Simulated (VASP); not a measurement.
A run of VASP 6.6.1 is set up as follows.

INCAR

```
SYSTEM = Ge
PREC = Accurate ; ENCUT = 520
EDIFF = 1E-6 ; ISMEAR = 0
SIGMA = 0.15 ; LREAL = .False.
LASPH = .True. ; NELM = 60
ALGO = Normal ; ISIF = 2
LWAVE = .False. ; LCHARG = .True.
GGA = PE ; LELF = .True.
LVHAR = .True. ; NBANDS = 21
```

KPOINTS

```
regular mesh
0
Gamma
  14 14 14
  0 0 0
```

File POSCAR:

```
Ge
1.0
    0.0000000000      2.7814249204      3.3365973346
    2.7814249204      0.0000000000      3.3365973346
    2.7814249204      2.7814249204      0.0000000000
Ge
2
Direct
    0.5000000000      0.5000000000      0.5000000000
    0.7500000000      0.7500000000      0.7500000000
```

Potentials or basis: VASP PAW PBE potentials, release 64 (Ge_d).

Run with:

```sh
$ cat potpaw_PBE.64/Ge_d/POTCAR > POTCAR
$ mpirun -np 1 vasp_std > vasp.out
```

**Question.** Predict the band gap on the k mesh.

**Answer.** Zero (band 14 reaches 4.34 eV, above the bottom of band 15 at 3.45 eV).

**Question.** What does it give for the pressure?

**Answer.** -3.4 GPa.

Stress tensor (GPa, compression positive):
```
  0.67   0.00   0.00
  0.00   0.67   0.00
  0.00   0.00 -11.49
```
